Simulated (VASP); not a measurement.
**Ag: single point with r2SCAN**

Crystal: Ag.

```
Ag
1.0
     2.74226    0.00000    0.00000
    -1.37113    2.37487    0.00000
     0.00000    0.00000    4.46258
Ag
2
Direct
  0.33333 0.66667 0.25000
  0.66667 0.33333 0.75000
```

```json
{
 "Program": "VASP 6.6.1",
 "Task": "single point",
 "Functional": "r2SCAN",
 "Potentials or basis": "VASP PAW PBE potentials, release 64 (Ag)",
 "Cutoff": "520 eV",
 "k mesh": "10 × 10 × 6",
 "Occupations": "fermi-dirac, width 0.1 eV",
 "Spin": "no spin polarisation"
}
```

```
Pressure               : 30.6 GPa
Band gap on the k mesh : zero (band 11 reaches 14.56 eV, above the bottom of band 12 at 6.90 eV)
```

Levels at points of the mesh, in eV from the Fermi level:
```tsv
k point	band 8	band 9	band 10	band 11	band 12	band 13	band 14	band 15
(0.00, 0.00, 0.00)	-4.91	-4.91	-3.53	-3.53	-0.76	4.80	16.67	18.98
(0.50, 0.00, 0.00)	-3.34	-3.25	-3.15	0.10	2.05	8.10	8.29	11.44
(0.00, 0.00, 0.50)	-5.47	-3.94	-3.94	-3.94	-3.94	12.98	12.98	17.18
(0.50, 0.00, 0.50)	-3.61	-3.23	-3.23	0.67	0.67	5.84	5.84	15.62
```

It took 41 s on 1 thread of Intel(R) Xeon(R) 6975P-C (Granite Rapids), on a shared host, peak memory 0.15 GiB.

Caveat: the PAW data sets were made with another functional, which shifts forces and pressure a little.
